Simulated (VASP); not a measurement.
# Pb (R-3m) in VASP: single point with PBEsol

Aim: the single point of Pb with PBEsol.

All numbers are computed with VASP 6.6.1; they aren't measurements. Logs are shortened: lines on timing, memory, paths and dates and some standing lists are left out, and cuts for length are marked.

### Step 1. The cell of the first run

Symmetry: R-3m, No. 166, trigonal system. Conventional cell: a = 3.508 Å, b = 3.508 Å, c = 8.432 Å, α = 90.00°, β = 90.00°, γ = 120.00°. Pb (site symmetry -3m) has 12 Pb at 3.46 to 3.51 Å within 4.6 Å.

### Step 2. Single point, PBEsol

Contents of INCAR:

```
PREC = Accurate
ENCUT = 520
EDIFF = 1E-6
ISMEAR = 0
SIGMA = 0.1
LREAL = False
LASPH = True
NELM = 60
ALGO = Fast
ISIF = 2
LWAVE = False
LCHARG = False
GGA = PS
NBANDS = 28
```

Contents of KPOINTS:

```
Automatic mesh
0
Gamma
  15 15 6
```

Contents of POSCAR:

```
Pb
1.0
    3.5076503889      0.0000000000      0.0000000000
   -1.7538251945      3.0377143444      0.0000000000
    0.0000000000      0.0000000000      8.4322223132
Pb
3
Direct
    0.0000000000      0.0000000000      0.0000000000
    0.3333333333      0.6666666667      0.3333333333
    0.6666666667      0.3333333333      0.6666666667
```

Potentials or basis: VASP PAW PBE potentials, release 64 (Pb_d).

Run with:

```sh
$ cat potpaw_PBE.64/Pb_d/POTCAR > POTCAR
$ mpirun -np 1 vasp_std > vasp.out
```

OUTCAR:

```text
PREC = Accurate
   ENCUT = 520
   EDIFF = 1E-6
   ISMEAR = 0
   LREAL = False
   LASPH = True
   NELM = 60
   ISIF = 2
   GGA = PS

 ion  position               nearest neighbor table
   1  0.000  0.000  0.000-   2 3.46   3 3.46   3 3.46   2 3.46   3 3.46   2 3.46
   2  0.333  0.667  0.333-   1 3.46   1 3.46   1 3.46   3 3.46   3 3.46   3 3.46
   3  0.667  0.333  0.667-   1 3.46   1 3.46   1 3.46   2 3.46   2 3.46   2 3.46

  LATTYP: Found a hexagonal cell.
 ALAT       =     3.5076503889
 C/A-ratio  =     2.4039517564

  Lattice vectors:

 A1 = (   3.5076503889,   0.0000000000,   0.0000000000)
 A2 = (  -1.7538251945,   3.0377143444,   0.0000000000)
 A3 = (   0.0000000000,   0.0000000000,   8.4322223132)

Analysis of symmetry for initial positions (statically):
=====================================================================
 Subroutine PRICEL returns following result:

  LATTYP: Found a trigonal (rhomboedric) cell.
 ALAT       =     3.4643134146
 COS(alpha) =     0.4874122136

  Lattice vectors:

 A1 = (   1.7538251941,   1.0125714483,  -2.8107407716)
 A2 = (   0.0000000002,  -2.0251428964,  -2.8107407708)
 A3 = (  -1.7538251943,   1.0125714480,  -2.8107407708)

   3 primitive cells build up your supercell.

 Routine SETGRP: Setting up the symmetry group for a
 hexagonal supercell.

 Subroutine GETGRP returns: Found 12 space group operations
 (whereof 12 operations were pure point group operations)
 out of a pool of 24 trial point group operations.

The static configuration has the point symmetry D_3d.

Analysis of symmetry for dynamics (positions and initial velocities):
=====================================================================
 Subroutine PRICEL returns following result:

  LATTYP: Found a trigonal (rhomboedric) cell.
 ALAT       =     3.4643134146
 COS(alpha) =     0.4874122136

  Lattice vectors:

 A1 = (   1.7538251941,   1.0125714483,  -2.8107407716)
 A2 = (   0.0000000002,  -2.0251428964,  -2.8107407708)
 A3 = (  -1.7538251943,   1.0125714480,  -2.8107407708)

   3 primitive cells build up your supercell.

 Routine SETGRP: Setting up the symmetry group for a
 hexagonal supercell.

 Subroutine GETGRP returns: Found 12 space group operations
 (whereof 12 operations were pure point group operations)
 out of a pool of 24 trial point group operations.

The dynamic configuration has the point symmetry D_3d.

 Subroutine INISYM returns: Found 12 space group operations
 (whereof 12 operations are pure point group operations),
 and found     3 'primitive' translations

----------------------------------------------------------------------------------------

                                     Primitive cell

  volume of cell :      29.9491

  direct lattice vectors                    reciprocal lattice vectors
     1.753825194  1.012571448 -2.810740772     0.285091126  0.164597439 -0.118592699
     0.000000000 -2.025142896 -2.810740771     0.000000000 -0.329194877 -0.118592699
    -1.753825194  1.012571448 -2.810740771    -0.285091126  0.164597438 -0.118592699

  length of vectors
     3.464313415  3.464313414  3.464313414     0.349904980  0.349904980  0.349904980

  position of ions in fractional coordinates (direct lattice)
     0.000000000  0.000000000  0.000000000

  ion indices of the primitive-cell ions
   primitive index   ion index
                 1           1

----------------------------------------------------------------------------------------

 KPOINTS: Automatic mesh

Automatic generation of k-mesh.
 Grid dimensions read from file:
 generate k-points for:   15   15    6

 Generating k-lattice:

  Cartesian coordinates                     Fractional coordinates (reciprocal lattice)
     0.019006075  0.010973163  0.000000000     0.066666667  0.000000000  0.000000000
     0.000000000  0.021946325  0.000000000     0.000000000  0.066666667  0.000000000
     0.000000000  0.000000000  0.019765450     0.000000000  0.000000000  0.166666667

  Length of vectors
     0.021946325  0.021946325  0.019765450

  Shift w.r.t. Gamma in fractional coordinates (k-lattice)
     0.000000000  0.000000000  0.000000000

 Subroutine IBZKPT returns following result:
 ===========================================

 Found    146 irreducible k-points:

 Following reciprocal coordinates:
            Coordinates               Weight
  0.000000  0.000000  0.000000      1.000000
  0.066667  0.000000  0.000000      6.000000
  0.133333  0.000000  0.000000      6.000000
  0.200000 -0.000000  0.000000      6.000000
  0.266667  0.000000  0.000000      6.000000
  0.333333  0.000000  0.000000      6.000000
[... 16 lines left out ...]
  0.333333  0.200000  0.000000     12.000000
  0.400000  0.200000  0.000000      6.000000
 [... further k-points ...]
   k-points           NKPTS =    146   k-points in BZ     NKDIM =    146   number of bands    NBANDS=     28
   number of dos      NEDOS =    301   number of ions     NIONS =      3
   total plane-waves  NPLWV =  50176
   dimension x,y,z NGX =    28 NGY =   28 NGZ =   64
   dimension x,y,z NGXF=    56 NGYF=   56 NGZF=  128
   ions per type =               3
   NGX,Y,Z   is equivalent  to a cutoff of  13.27, 13.27, 12.62 a.u.
   NGXF,Y,Z  is equivalent  to a cutoff of  26.54, 26.54, 25.24 a.u.
 SYSTEM =  unknown system
   PREC   = accura    normal or accurate (medium, high low for compatibility)
   ISTART =      0    job   : 0-new  1-cont  2-samecut
   ICHARG =      2    charge: 1-file 2-atom 10-const
   ISPIN  =      1    spin polarized calculation?
   LNONCOLLINEAR =      F non collinear calculations
   LSORBIT =      F    spin-orbit coupling
   LASPH  =      T    aspherical Exc in radial PAW
   ENCUT  =  520.0 eV  38.22 Ry    6.18 a.u.   6.52  6.52 15.68*2*pi/ulx,y,z
   NELM   =     60;   NELMIN=  2; NELMDL= -5     # of ELM steps
   EDIFF  = 0.1E-05   stopping-criterion for ELM
   LREAL  =      F    real-space projection
   EDIFFG = 0.1E-04   stopping-criterion for IOM
   NSW    =      0    number of steps for IOM
   IBRION =     -1    ionic relax: 0-MD 1-quasi-New 2-CG
   NFREE  =      0    steps in history (QN), initial steepest desc. (CG)
   ISIF   =      2    stress and relaxation
   ISYM   =      2    0-nonsym 1-usesym 2-fastsym
   POTIM  = 0.5000    time-step for ionic-motion
   TEBEG  =    0.0;   TEEND  =   0.0 temperature during run
   PSTRESS=    0.0 pullay stress
   NELECT =      42.0000    total number of electrons
   NUPDOWN=      -1.0000    fix difference up-down
   EMIN   =  10.00;   EMAX   =-10.00  energy-range for DOS
   EFERMI =   0.00;   METHOD = LEGACY
   ISMEAR =     0;   SIGMA  =   0.10  broadening in eV -4-tet -1-fermi 0-gaus
   EFERMI_NEDOS =   21; number of points for ismear=-14 and -15
   IALGO  =     68    algorithm
   IMIX   =      4    mixing-type and parameters
     AMIX     =   0.40;   BMIX     =  1.00
     AMIX_MAG =   1.60;   BMIX_MAG =  1.00
  volume/ion in A,a.u.               =      29.95       202.11
  Fermi-wavevector in a.u.,A,eV,Ry     =   1.270543  2.400979 21.963620  1.614281
  Thomas-Fermi vector in A             =   2.403525
   LORBIT       =      0    0 simple, 1 ext, 2 COOP (PROOUT), +10 PAW based schemes
   GGA     = PS    functional components
   LHFCALC =     F    Hartree Fock is set to
   AEXX    =    0.0000 exact exchange contribution
   IVDW    =     0    specifies the selected vdW correction
   LEPSILON=     F    determine dielectric tensor
   LRPA    =     F    only Hartree local field effects (RPA)
 non-spin polarized calculation
 RMM-DIIS sequential band-by-band and
 Gauss-broadening in eV      SIGMA  =   0.10
  energy-cutoff  :      520.00
  volume of cell :       89.85
 maximum number of plane-waves:      2455
 NGX is ok and might be reduce to    28
   NGX = 13   NGY = 13   NGZ = 31

 number of electron      42.0000000 magnetization

 Free energy of the ion-electron system (eV)
  ---------------------------------------------------
  ext. energy  EPLUGINS =         0.00000000
  ---------------------------------------------------
  free energy    TOTEN  =       -12.00058869 eV

  energy without entropy =      -11.99397270  energy(sigma->0) =      -11.99728069

 E-fermi :   7.2791     XC(G=0): -10.4008

 val. band max:        7.2758950481   @ k =   0.3333   0.2667   0.1667
 cond. band min:       7.2950838006   @ k =   0.0000   0.2667   0.1667
 fundamental gap:      0.0191887525
 Fermi energy:         7.2791407316

 k-point     1 :       0.0000    0.0000    0.0000
  band No.  band energies     occupation
      1      -9.7758      2.00000
      2      -9.7758      2.00000
      3      -9.7654      2.00000
      4      -9.7654      2.00000
      5      -9.7480      2.00000
      6      -9.7260      2.00000
[... 20 lines left out ...]
     27      15.0018      0.00000
     28      16.0379      0.00000

 k-point     2 :       0.0667    0.0000    0.0000
  band No.  band energies     occupation
      1      -9.7766      2.00000
      2      -9.7711      2.00000
      3      -9.7663      2.00000
      4      -9.7591      2.00000
      5      -9.7422      2.00000
      6      -9.7259      2.00000
[... 20 lines left out ...]
     27      14.8663      0.00000
     28      16.0356      0.00000

 k-point     3 :       0.1333    0.0000    0.0000
  band No.  band energies     occupation
      1      -9.7914      2.00000
      2      -9.7693      2.00000
      3      -9.7552      2.00000
      4      -9.7432      2.00000
      5      -9.7281      2.00000
      6      -9.7274      2.00000
[... 20 lines left out ...]
     27      14.4954      0.00000
     28      15.1950      0.00000

 k-point     4 :       0.2000   -0.0000    0.0000
  band No.  band energies     occupation
      1      -9.8195      2.00000
      2      -9.7735      2.00000
      3      -9.7421      2.00000
      4      -9.7265      2.00000
      5      -9.7254      2.00000
      6      -9.7250      2.00000
[... 20 lines left out ...]
     27      13.9260      0.00000
     28      14.4306      0.00000

 k-point     5 :       0.2667    0.0000    0.0000
  band No.  band energies     occupation
      1      -9.8535      2.00000
      2      -9.7777      2.00000
      3      -9.7581      2.00000
      4      -9.7522      2.00000
      5      -9.7126      2.00000
      6      -9.7072      2.00000
[... 20 lines left out ...]
     27      13.2206      0.00000
     28      13.8448      0.00000

 k-point     6 :       0.3333    0.0000    0.0000
  band No.  band energies     occupation
      1      -9.8873      2.00000
      2      -9.7946      2.00000
      3      -9.7806      2.00000
      4      -9.7640      2.00000
      5      -9.7142      2.00000
      6      -9.7052      2.00000
[... 463 lines left out ...]
      5      -9.7426      2.00000
      6      -9.7426      2.00000
[... 20 lines left out ...]
     27      13.8857      0.00000
     28      16.0260      0.00000

 k-point    22 :       0.2667    0.2000    0.0000
  band No.  band energies     occupation
      1      -9.8441      2.00000
      2      -9.8037      2.00000
      3      -9.7592      2.00000
      4      -9.7553      2.00000
      5      -9.7232      2.00000
      6      -9.7188      2.00000
[... 20 lines left out ...]
     27      13.0760      0.00000
     28      14.9278      0.00000

 k-point    23 :       0.3333    0.2000    0.0000
  band No.  band energies     occupation
      1      -9.8684      2.00000
      2      -9.7990      2.00000
      3      -9.7757      2.00000
      4      -9.7654      2.00000
      5      -9.7036      2.00000
      6      -9.6978      2.00000
[... 20 lines left out ...]
     27      12.1212      0.00000
     28      14.0290      0.00000

 k-point    24 :       0.4000    0.2000    0.0000
  band No.  band energies     occupation
      1      -9.8770      2.00000
      2      -9.7896      2.00000
      3      -9.7896      2.00000
      4      -9.7691      2.00000
      5      -9.6932      2.00000
      6      -9.6932      2.00000
[... 20 lines left out ...]
     27      11.1807      0.00000
     28      13.6581      0.00000

 [... further k-points ...]
[... 5 lines left out ...]
  --------------------------------------------------------------------------------------
  -------------------------------------------------------------------------------------
  Total       -0.0306360     -0.0306360     -0.0040242      0.0000000      0.0000000      0.0000000
  in kB       -0.5463078     -0.5463078     -0.0717612      0.0000000      0.0000000      0.0000000
  external PRESSURE =      -0.3881256 kB  Pullay stress =       0.0000000 kB

 VOLUME and BASIS-vectors are now :
 -----------------------------------------------------------------------------
  energy-cutoff  :      520.00
  volume of cell :       89.85
      direct lattice vectors                 reciprocal lattice vectors
     3.507650389  0.000000000  0.000000000     0.285091126  0.164597439  0.000000000
    -1.753825195  3.037714344  0.000000000     0.000000000  0.329194877  0.000000000
     0.000000000  0.000000000  8.432222313     0.000000000  0.000000000  0.118592699

 POSITION                                       TOTAL-FORCE (eV/Angst)
 -----------------------------------------------------------------------------------
      0.00000      0.00000      0.00000         0.000000      0.000000      0.000000
     -0.00000      2.02514      2.81074        -0.000000     -0.000000     -0.000000
      1.75383      1.01257      5.62148        -0.000000      0.000000      0.000000
 -----------------------------------------------------------------------------------
    total drift:                               -0.000000      0.000000     -0.000000

  FREE ENERGIE OF THE ION-ELECTRON SYSTEM (eV)
  ---------------------------------------------------
  free  energy   TOTEN  =       -12.0005886900 eV

  energy  without entropy=      -11.9939726950  energy(sigma->0) =      -11.99728069
```

Wall time 5.7 min (1 thread of AMD EPYC 7R13 (Zen 3), shared host); peak memory 0.37 GiB.

Results:

```
Free energy            : -12.0006 eV
Pressure               : 0.0 GPa
Band gap on the k mesh : zero (bands 21 and 22 overlap by 7.43 eV)
```

Levels at points of the mesh, in eV from the Fermi level:
| k point | band 18 | band 19 | band 20 | band 21 | band 22 | band 23 | band 24 | band 25 |
| --- | --- | --- | --- | --- | --- | --- | --- | --- |
| (0.00, 0.00, 0.00) | -9.69 | -1.44 | -1.44 | 5.79 | 5.79 | 5.79 | 5.79 | 7.33 |
| (0.00, 0.00, 0.50) | -8.02 | -4.28 | 3.58 | 3.58 | 5.39 | 5.39 | 6.73 | 6.73 |

Caveat: the PAW data sets were made with another functional, which shifts forces and pressure a little; spin-orbit coupling is left out, which moves the levels of the heavy elements.
